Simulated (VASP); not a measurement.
# PbS (Galena): single point with PBE+D3(BJ)

PbS (Galena):

```
CELL_PARAMETERS angstrom
0.00000 2.96759 2.96759
2.96759 0.00000 2.96759
2.96759 2.96759 0.00000
ATOMIC_POSITIONS crystal
Pb 0.00000 0.00000 0.00000
S 0.50000 0.50000 0.50000
```

| Item | Value |
| --- | --- |
| Program | VASP 6.6.1 |
| Task | single point |
| Functional | PBE |
| Dispersion | D3(BJ) |
| Potentials or basis | VASP PAW PBE potentials, release 64 (Pb_d, S) |
| Cutoff | 520 eV |
| k mesh | 8 × 8 × 8 |
| Occupations | fermi-dirac, width 0.05 eV |
| Spin | no spin polarisation |

* Pressure: -0.1 GPa
* Band gap on the k mesh: 0.37 eV, direct
* Dispersion energy per atom: -0.347 eV

Levels at points of the mesh, in eV from the valence-band top:
| k point | band 8 | band 9 | band 10 | band 11 | band 12 | band 13 |
| --- | --- | --- | --- | --- | --- | --- |
| (0.00, 0.00, 0.00) | -2.16 | -2.16 | -2.16 | 5.21 | 5.21 | 5.21 |
| (0.50, 0.00, 0.00) | -1.77 | -1.77 | 0.00 | 0.37 | 1.97 | 1.97 |
| (0.50, 0.50, 0.00) | -5.18 | -3.43 | -3.43 | 3.87 | 5.57 | 5.68 |

It took 32 s on 1 thread of Intel Xeon 8259CL, with other jobs on the host, peak memory 0.19 GiB.

Caveat: spin-orbit coupling is left out, which moves the levels of the heavy elements. A k mesh can miss the band edges.
